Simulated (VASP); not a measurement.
Input of a VASP 6.6.1 run:

The input POSCAR:

```
BAs
1.0
    0.0000000000      2.3918699032      2.3918699032
    2.3918699032      0.0000000000      2.3918699032
    2.3918699032      2.3918699032      0.0000000000
B As
1 1
Direct
    0.0000000000      0.0000000000      0.0000000000
    0.2500000000      0.2500000000      0.2500000000
```

The input INCAR.step1:

```
PREC = Accurate
ENCUT = 520
ISMEAR = 0
SIGMA = 0.01
LREAL = F
LASPH = T
NELM = 100
NBANDS = 11
GGA = PE
ALGO = Normal
EDIFF = 1E-4
LWAVE = T
LCHARG = F
```

The input INCAR.step2:

```
PREC = Accurate
ENCUT = 520
EDIFF = 1E-6
ISMEAR = 0
SIGMA = 0.01
LREAL = F
LASPH = T
NELM = 100
ALGO = Normal
ISIF = 2
LWAVE = F
LCHARG = T
METAGGA = R2SCAN
LMIXTAU = T
LELF = T
LVHAR = T
NBANDS = 11
ISTART = 1
```

KPOINTS

```
regular mesh
0
Gamma
  10 10 10
```

Potentials or basis: VASP PAW PBE potentials, release 64 (B, As).

Launch:

```console
$ cat potpaw_PBE.64/B/POTCAR potpaw_PBE.64/As/POTCAR > POTCAR
$ cp INCAR.step1 INCAR
$ mpirun -np 1 vasp_std > vasp.out
$ cp INCAR.step2 INCAR
$ mpirun -np 1 vasp_std > vasp.out
```

Q: Estimate the pressure.

A: 0.3 GPa.

Q: Estimate the band gap on the k mesh.

A: 1.37 eV, indirect (least direct gap 3.44 eV).

Caveat: the PAW data sets were made with another functional, which shifts forces and pressure a little. r2SCAN opens gaps a little over a GGA but as a rule still falls short of measured ones.
